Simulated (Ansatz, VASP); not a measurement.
## One calculation of NaH, two programs

The input POSCAR:

```
NaH
1.0
    0.0000000000      2.3975126521      2.3975126521
    2.3975126521      0.0000000000      2.3975126521
    2.3975126521      2.3975126521      0.0000000000
Na H
1 1
Direct
    0.0000000000      0.0000000000      0.0000000000
    0.5000000000      0.5000000000      0.5000000000
```

The input INCAR.step1:

```
PREC = Accurate
ENCUT = 520
EDIFF = 1E-5
ISMEAR = 0
SIGMA = 0.01
LREAL = F
LASPH = T
NELM = 80
ALGO = Normal
ISIF = 2
LWAVE = T
LCHARG = F
GGA = PE
NBANDS = 11
```

INCAR.step2

```
PREC = Accurate
ENCUT = 520
EDIFF = 1E-6
ISMEAR = 0
SIGMA = 0.01
LREAL = F
LASPH = T
NELM = 80
ALGO = Normal
ISIF = 2
LWAVE = F
LCHARG = F
GGA = PE
LHFCALC = T
AEXX = 0.25
PRECFOCK = Normal
ISTART = 1
NBANDS = 11
```

File KPOINTS:

```
Automatic mesh
0
Gamma
  6 6 6
```

Input for Ansatz:

```yaml
crystal:
  lattice:
    - [0.0, 2.3975126521, 2.3975126521]
    - [2.3975126521, 0.0, 2.3975126521]
    - [2.3975126521, 2.3975126521, 0.0]
  atoms:
    - { symbol: Na, position: [0.0, 0.0, 0.0] }
    - { symbol: H, position: [0.5, 0.5, 0.5] }
kpoints:
  mp_grid: { grid: [6, 6, 6] }
  band_path:
    path:
      - [0.0, 0.0, 0.0]
      - [0.5, 0.0, 0.5]
      - [0.625, 0.25, 0.625]
      - [0.375, 0.375, 0.75]
      - [0.5, 0.5, 0.5]
      - [0.5, 0.25, 0.75]
      - [0.25, -0.5, -0.25]
      - [0.0, 0.0, 0.5]
    npoints: 1
hamiltonian:
  xc: pbe0
scf:
  occupations: { method: fixed }
  n_extra_bands: 4
output:
  forces: true
  stress: true
  eigenvalues: true
  write_density: true
  write_potential: true
  elf: true
  volumetric_format: npy
```

Alike in both runs: task single point; functional PBE0; k mesh 6 × 6 × 6; no spin polarisation.

```csv
,VASP,Ansatz
version,VASP 6.6.1,Ansatz 0.2.0
potentials or method,"VASP PAW PBE potentials, release 64 (Na_pv, H)","plane waves, PAW"
plane-wave cutoff (eV),520,420
occupations,"gaussian, width 0.01 eV",fixed
valence electrons in the cell,8,10
```

|  | VASP | Ansatz | Ansatz less VASP |
| --- | --- | --- | --- |
| gap on the k mesh at the Fermi level (eV) | 5.63 | 5.62 | -0.008 |
| pressure (GPa) | 0.2 | 0.2 | +0.01 |

VASP's potentials hold 8 valence electrons a cell and Ansatz's 10, so a difference there can come from the potentials and not from the codes. Ansatz's warnings: stress exchange threshold loose, stress scf threshold loose.
